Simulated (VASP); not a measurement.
# RbBr in VASP: further runs

The runs below take RbBr through single point, with HSE06, PBE.

Program: VASP 6.6.1. These are calculated values, not measurements. Logs are shortened: lines on timing, memory, paths and dates and some standing lists are left out, and cuts for length are marked.

## 1. The cell of the first run

It takes space group Cmmm (No. 65, orthorhombic). Conventional cell: a = 5.790 Å, b = 5.885 Å, c = 4.128 Å, α = 90.00°, β = 90.00°, γ = 90.00°. Rb (site symmetry mmm) has 8 Br at 3.56 to 3.59 Å and 6 Rb at 4.13 Å within 4.7 Å. Br (site symmetry mmm) has 8 Rb at 3.56 to 3.59 Å and 6 Br at 4.13 Å within 4.7 Å.

## 2. Single point, HSE06 (shear xy strain +1.6%)

Contents of POSCAR:

```
RbBr
1.0
    4.1279266522      0.0336426022      0.0000000000
    0.0336426022      4.1279266522      0.0000000000
    0.0000000000      0.0000000000      4.1279266522
Rb Br
1 1
Direct
    0.0000000000      0.0000000000      0.0000000000
    0.5000000000      0.5000000000      0.5000000000
```

Contents of INCAR.step1:

```
SYSTEM = RbBr
PREC = Accurate
ENCUT = 520
EDIFF = 1E-5
ISMEAR = 0
SIGMA = 0.01
LREAL = .False.
LASPH = .True.
NELM = 60
ALGO = Normal
ISIF = 2
LWAVE = .True.
LCHARG = .False.
GGA = PE
NBANDS = 15
```

Contents of INCAR.step2:

```
SYSTEM = RbBr
PREC = Accurate
ENCUT = 520
EDIFF = 1E-6
ISMEAR = 0
SIGMA = 0.01
LREAL = .False.
LASPH = .True.
NELM = 60
ALGO = Normal
ISIF = 2
LWAVE = .False.
LCHARG = .False.
GGA = PE
LHFCALC = .True.
HFSCREEN = 0.2079
PRECFOCK = Normal
ISTART = 1
NBANDS = 15
```

Contents of KPOINTS:

```
Automatic mesh
0
Gamma
  4 4 4
  0 0 0
```

Potentials or basis: VASP PAW PBE potentials, release 64 (Rb_sv, Br).

On the command line:

```bash
$ cat potpaw_PBE.64/Rb_sv/POTCAR potpaw_PBE.64/Br/POTCAR > POTCAR
$ cp INCAR.step1 INCAR
$ mpirun -np 1 vasp_std > vasp.out
$ cp INCAR.step2 INCAR
$ mpirun -np 1 vasp_std > vasp.out
```

OUTCAR:

```text
SYSTEM = RbBr
   PREC = Accurate
   ENCUT = 520
   EDIFF = 1E-6
   ISMEAR = 0
   LREAL = .False.
   LASPH = .True.
   NELM = 60
   ISIF = 2
   GGA = PE
   LHFCALC = .True.
   HFSCREEN = 0.2079
   PRECFOCK = Normal
   ISTART = 1

 ion  position               nearest neighbor table
   1  0.000  0.000  0.000-   2 3.56   2 3.56   2 3.56   2 3.56   2 3.59   2 3.59   2 3.59   2 3.59

   2  0.500  0.500  0.500-   1 3.56   1 3.56   1 3.56   1 3.56   1 3.59   1 3.59   1 3.59   1 3.59

  LATTYP: Found a base centered orthorhombic cell.
 ALAT       =     5.7901920317
 B/A-ratio  =     1.0164339366
 C/A-ratio  =     0.7129170552

  Lattice vectors:

 A1 = (  -0.0336426022,  -4.1279266522,   0.0000000000)
 A2 = (   4.1279266522,   0.0336426022,   0.0000000000)
 A3 = (   0.0000000000,   0.0000000000,   4.1279266522)

Analysis of symmetry for initial positions (statically):
=====================================================================
 Subroutine PRICEL returns:
 Original cell was already a primitive cell.

 Routine SETGRP: Setting up the symmetry group for a
 base centered orthorhombic supercell.

 Subroutine GETGRP returns: Found  8 space group operations
 (whereof  8 operations were pure point group operations)
 out of a pool of  8 trial point group operations.

The static configuration has the point symmetry D_2h.

Analysis of symmetry for dynamics (positions and initial velocities):
=====================================================================
 Subroutine PRICEL returns:
 Original cell was already a primitive cell.

 Routine SETGRP: Setting up the symmetry group for a
 base centered orthorhombic supercell.

 Subroutine GETGRP returns: Found  8 space group operations
 (whereof  8 operations were pure point group operations)
 out of a pool of  8 trial point group operations.

The dynamic configuration has the point symmetry D_2h.

 Subroutine INISYM returns: Found  8 space group operations
 (whereof  8 operations are pure point group operations),
 and found     1 'primitive' translations

----------------------------------------------------------------------------------------

                                     Primitive cell

  volume of cell :      70.3343

  direct lattice vectors                    reciprocal lattice vectors
     4.127926652  0.033642602  0.000000000     0.242268459 -0.001974488  0.000000000
     0.033642602  4.127926652  0.000000000    -0.001974488  0.242268459  0.000000000
     0.000000000  0.000000000  4.127926652     0.000000000  0.000000000  0.242252366
[... 100 lines left out ...]
     AMIX_MAG =   1.60;   BMIX_MAG =  1.00
  volume/ion in A,a.u.               =      35.17       237.32
  Fermi-wavevector in a.u.,A,eV,Ry     =   0.999369  1.888533 13.588656  0.998738
  Thomas-Fermi vector in A             =   2.131654
   LORBIT       =      0    0 simple, 1 ext, 2 COOP (PROOUT), +10 PAW based schemes
   GGA     = PE    functional components
   LHFCALC =     T    Hartree Fock is set to
   PRECFOCK=normal    Normal, Fast or Accurate (Low or Medium for compatibility)
   ENCUT4O =  -1.0   cutoff for four orbital integrals eV
   NKREDX  =     1    reduce k-point grid by
   NKREDY  =     1    reduce k-point grid by
   NKREDZ  =     1    reduce k-point grid by
   AEXX    =    0.2500 exact exchange contribution
   HFSCREEN=    0.2079 screening length (either q_TF or 0.3 A-1)
   HFSCREENC=   0.2079 screening length for correlation (either q_TF or 0.3 A-1)
   ENCUTFOCK=  -1.0 apply spherical cutoff to Coloumb kernel
   IVDW    =     0    specifies the selected vdW correction
   LEPSILON=     F    determine dielectric tensor
   LRPA    =     F    only Hartree local field effects (RPA)
 non-spin polarized calculation
 Gauss-broadening in eV      SIGMA  =   0.01
  energy-cutoff  :      520.00
  volume of cell :       70.33
 maximum number of plane-waves:      1916
 NGX is ok and might be reduce to    32
  NGX = 24; NGY = 24; NGZ = 24

 number of electron      16.0000002 magnetization

 Free energy of the ion-electron system (eV)
  ---------------------------------------------------
  ext. energy  EPLUGINS =         0.00000000
  ---------------------------------------------------
  free energy    TOTEN  =        -6.96632760 eV

  energy without entropy =       -6.96632760  energy(sigma->0) =       -6.96632760

 E-fermi :  -1.3893     XC(G=0):  -6.6277

 val. band max:       -1.5153675391   @ k =   0.5000   0.0000   0.5000
 cond. band min:       3.7439682503   @ k =   0.0000   0.0000   0.0000
 fundamental gap:      5.2593357893
 Fermi energy:        -1.3893483203

 k-point     1 :       0.0000    0.0000    0.0000
  band No.  band energies     occupation
      1     -28.3431      2.00000
      2     -15.1911      2.00000
      3     -11.1620      2.00000
      4     -11.1594      2.00000
      5     -11.1569      2.00000
      6      -1.6857      2.00000
      7      -1.6799      2.00000
      8      -1.6738      2.00000
      9       3.7440      0.00000
     10       5.2467      0.00000
     11       5.2484      0.00000
     12       9.8287      0.00000
     13       9.8780      0.00000
     14       9.9421      0.00000
[... 347 lines left out ...]
      2     -14.8592      2.00000
      3     -11.3915      2.00000
      4     -11.3858      2.00000
      5     -11.3809      2.00000
      6      -2.9331      2.00000
      7      -2.9311      2.00000
      8      -2.9283      2.00000
      9       7.8496      0.00000
     10       7.9303      0.00000
     11       8.0110      0.00000
     12       9.2080      0.00000
     13       9.2883      0.00000
     14       9.3709      0.00000
     15      12.2615      0.00000

------------------------ aborting loop because EDIFF is reached ----------------------------------------

  FORCE on cell =-STRESS in cart. coord.  units (eV):
  Direction    XX          YY          ZZ          XY          YZ          ZX
  --------------------------------------------------------------------------------------
  -------------------------------------------------------------------------------------
  Total        0.1972076      0.1972076      0.1976601     -0.0452045      0.0000000      0.0000000
  in kB        4.4922841      4.4922841      4.5025915     -1.0297350      0.0000000      0.0000000
  external PRESSURE =       4.4957199 kB  Pullay stress =       0.0000000 kB

 VOLUME and BASIS-vectors are now :
 -----------------------------------------------------------------------------
  energy-cutoff  :      520.00
  volume of cell :       70.33
      direct lattice vectors                 reciprocal lattice vectors
     4.127926652  0.033642602  0.000000000     0.242268459 -0.001974488  0.000000000
     0.033642602  4.127926652  0.000000000    -0.001974488  0.242268459  0.000000000
     0.000000000  0.000000000  4.127926652     0.000000000  0.000000000  0.242252366

 POSITION                                       TOTAL-FORCE (eV/Angst)
 -----------------------------------------------------------------------------------
      0.00000      0.00000      0.00000        -0.000000      0.000000      0.000000
      2.08078      2.08078      2.06396         0.000000      0.000000      0.000000
 -----------------------------------------------------------------------------------
    total drift:                                0.000000     -0.000000      0.000000

  FREE ENERGIE OF THE ION-ELECTRON SYSTEM (eV)
  ---------------------------------------------------
  free  energy   TOTEN  =        -6.9663276049 eV

  energy  without entropy=       -6.9663276049  energy(sigma->0) =       -6.96632760
```

OUTCAR.step1:

```text
SYSTEM = RbBr
   PREC = Accurate
   ENCUT = 520
   EDIFF = 1E-5
   ISMEAR = 0
   LREAL = .False.
   LASPH = .True.
[... 597 lines left out ...]
      0.00000      0.00000      0.00000        -0.000000      0.000000      0.000000
      2.08078      2.08078      2.06396         0.000000      0.000000      0.000000
 -----------------------------------------------------------------------------------
    total drift:                                0.000000      0.000000     -0.000000

  FREE ENERGIE OF THE ION-ELECTRON SYSTEM (eV)
  ---------------------------------------------------
  free  energy   TOTEN  =        -5.9932761034 eV

  energy  without entropy=       -5.9932761034  energy(sigma->0) =       -5.99327610
```

OSZICAR.step1:

```text
N       E                     dE             d eps       ncg     rms          rms(c)
DAV:   1     0.769320927898E+02    0.76932E+02   -0.66671E+03   630   0.919E+02
DAV:   2    -0.123973402153E+01   -0.78172E+02   -0.73807E+02   867   0.167E+02
DAV:   3    -0.611021591019E+01   -0.48705E+01   -0.48533E+01   829   0.418E+01
DAV:   4    -0.622778286521E+01   -0.11757E+00   -0.11755E+00   892   0.587E+00
DAV:   5    -0.622919557112E+01   -0.14127E-02   -0.14127E-02   879   0.545E-01    0.261E+00
DAV:   6    -0.602404642177E+01    0.20515E+00   -0.18257E-01   770   0.230E+00    0.175E+00
DAV:   7    -0.599020189453E+01    0.33845E-01   -0.10411E-01   805   0.182E+00    0.902E-01
DAV:   8    -0.599325601188E+01   -0.30541E-02   -0.13282E-02   763   0.699E-01    0.134E-01
DAV:   9    -0.599314348820E+01    0.11252E-03   -0.49437E-04   882   0.123E-01    0.631E-02
DAV:  10    -0.599327621574E+01   -0.13273E-03   -0.23475E-04   708   0.101E-01    0.145E-02
DAV:  11    -0.599327610343E+01    0.11231E-06   -0.92112E-06   696   0.206E-02
   1 F= -.59932761E+01 E0= -.59932761E+01  d E =-.120355E-89
```

Wall time 9.5 min (1 thread of Intel Xeon Platinum 8375C at 2.90GHz (Ice Lake), shared host); peak memory 0.3 GiB.

What came out:

* Free energy: -6.9663 eV
* Pressure: 0.4 GPa
* Band gap on the k mesh: 5.26 eV (least direct gap 5.42 eV)

Stress tensor (GPa, compression positive):
```
 0.45 -0.10  0.00
-0.10  0.45  0.00
 0.00  0.00  0.45
```

Caveat: the cell differs from its parent crystal (shear xy strain +1.6%); the PAW data sets were made with another functional, which shifts forces and pressure a little. A k mesh can miss the band edges.

## 3. Single point, PBE (uniaxial x strain -2.5%)

Contents of INCAR:

```
SYSTEM = RbBr
ALGO     = Normal         ! electronic algorithm
EDIFF    = 1E-6           ! SCF threshold, eV
ENCUT    = 520            ! plane-wave cutoff, eV
GGA      = PE             ! functional
ISIF     = 2              ! what is computed and relaxed
ISMEAR   = -1             ! smearing method
LASPH    = .TRUE.         ! aspherical terms in the spheres
LCHARG   = .FALSE.        ! write CHGCAR
LREAL    = .FALSE.        ! projectors in reciprocal space
LWAVE    = .FALSE.        ! write WAVECAR
NBANDS   = 15             ! bands
NELM     = 60             ! most SCF steps
PREC     = Accurate       ! precision mode
SIGMA    = 0.02           ! smearing width, eV
```

Contents of KPOINTS:

```
k-points
0
G
  6 6 6
  0 0 0
```

Contents of POSCAR:

```
RbBr
1.0
    4.0251412785      0.0000000000      0.0000000000
    0.0000000000      4.1279266522      0.0000000000
    0.0000000000      0.0000000000      4.1279266522
Rb Br
1 1
Direct
    0.0000000000      0.0000000000      0.0000000000
    0.5000000000      0.5000000000      0.5000000000
```

Potentials or basis: VASP PAW PBE potentials, release 64 (Rb_sv, Br).

On the command line:

```bash
$ cat potpaw_PBE.64/Rb_sv/POTCAR potpaw_PBE.64/Br/POTCAR > POTCAR
$ mpirun -np 1 vasp_std > vasp.out
```

Run time: 15 s. Hardware: 1 thread of Intel Xeon Platinum 8488C (Sapphire Rapids), shared host; peak memory 0.19 GiB.

It converged, with:

| Quantity | Value |
| --- | --- |
| Free energy | -5.9820 eV |
| Pressure | 1.3 GPa |
| Band gap on the k mesh | 4.08 eV (least direct gap 4.22 eV) |

Stress tensor (GPa, compression positive):
```
1.80 0.00 0.00
0.00 1.02 0.00
0.00 0.00 1.02
```

Levels at points of the mesh, in eV from the valence-band top:
| k point | band 6 | band 7 | band 8 | band 9 | band 10 | band 11 |
| --- | --- | --- | --- | --- | --- | --- |
| (0.00, 0.00, 0.00) | -0.28 | -0.28 | -0.14 | 4.08 | 5.42 | 5.53 |
| (0.50, 0.00, 0.00) | -1.87 | -0.35 | -0.35 | 6.85 | 7.15 | 7.79 |
| (0.00, 0.50, 0.00) | -1.86 | -0.38 | -0.22 | 6.78 | 7.12 | 7.65 |
| (0.50, 0.50, 0.00) | -1.19 | -1.13 | -0.11 | 5.26 | 6.10 | 7.78 |
| (0.00, 0.50, 0.50) | -1.15 | -1.15 | 0.00 | 5.20 | 6.29 | 8.07 |
| (0.50, 0.50, 0.50) | -1.50 | -1.46 | -1.46 | 8.20 | 8.20 | 8.31 |

Caveat: the cell differs from its parent crystal (uniaxial x strain -2.5%). A k mesh can miss the band edges.
